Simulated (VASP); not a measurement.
A run of VASP 6.6.1 is set up as follows.

File POSCAR:

```
Ge
1.0
    0.0000000000      2.8368735121      2.8368735121
    2.8368735121      0.0000000000      2.8368735121
    2.8368735121      2.8368735121      0.0000000000
Ge
2
Direct
    0.0000000000      0.0000000000      0.0000000000
    0.2500000000      0.2500000000      0.2500000000
```

The input INCAR.step1:

```
ALGO = Normal
EDIFF = 1E-5
ENCUT = 520
GGA = PE
ISIF = 2
ISMEAR = -1
LASPH = True
LCHARG = False
LREAL = False
LWAVE = True
NBANDS = 21
NELM = 100
PREC = Accurate
SIGMA = 0.02
```

Contents of INCAR.step2:

```
AEXX = 0.4
ALGO = Normal
EDIFF = 1E-7
ENCUT = 520
GGA = PE
HFSCREEN = 0.3
ISIF = 2
ISMEAR = -1
ISTART = 1
LASPH = True
LCHARG = False
LHFCALC = True
LREAL = False
LWAVE = False
NBANDS = 21
NELM = 100
PREC = Accurate
PRECFOCK = Normal
SIGMA = 0.02
```

Contents of KPOINTS:

```
k-points
0
Gamma
  4 4 4
```

Potentials or basis: VASP PAW PBE potentials, release 64 (Ge_d).

Run with:

```console
$ cat potpaw_PBE.64/Ge_d/POTCAR > POTCAR
$ cp INCAR.step1 INCAR
$ mpirun -np 1 vasp_std > vasp.out
$ cp INCAR.step2 INCAR
$ mpirun -np 1 vasp_std > vasp.out
```

**Question.** Predict the band gap on the k mesh.

**Answer.** 1.04 eV (least direct gap 1.20 eV).

**Question.** What does it give for the pressure?

**Answer.** -0.3 GPa.

Caveat: the k points lie up to 0.48 Å⁻¹ apart; the PAW data sets were made with another functional, which shifts forces and pressure a little. A k mesh can miss the band edges.
